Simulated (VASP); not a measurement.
A run of VASP 6.6.1 is set up as follows.

Contents of INCAR:

```
ALGO = Normal
EDIFF = 1E-6
ENCUT = 520
GGA = PE
ISIF = 2
ISMEAR = 0
LASPH = T
LCHARG = F
LREAL = F
LWAVE = F
NBANDS = 11
NELM = 80
PREC = Accurate
SIGMA = 0.1
```

File KPOINTS:

```
k-points
0
Gamma
  9 9 7
```

Contents of POSCAR:

```
MgB2
1.0
    3.0850000000      0.0000000000      0.0000000000
   -1.5425000000      2.6716883707      0.0000000000
    0.0000000000      0.0000000000      3.5230000000
Mg B
1 2
Direct
    0.0000000000      0.0000000000      0.0000000000
    0.6666666667      0.3333333333      0.5000000000
    0.3333333333      0.6666666667      0.5000000000
```

Potentials or basis: VASP PAW PBE potentials, release 64 (Mg, B).

The run is started by

```sh
$ cat potpaw_PBE.64/Mg/POTCAR potpaw_PBE.64/B/POTCAR > POTCAR
$ mpirun -np 1 vasp_std > vasp.out
```

What does it give for the band gap on the k mesh?

Zero (bands 4 and 5 overlap by 3.66 eV).

What does it give for the pressure?

-1.2 GPa.

Stress tensor (GPa, compression positive):
```
-1.93  0.00  0.00
 0.00 -1.93  0.00
 0.00  0.00  0.24
```
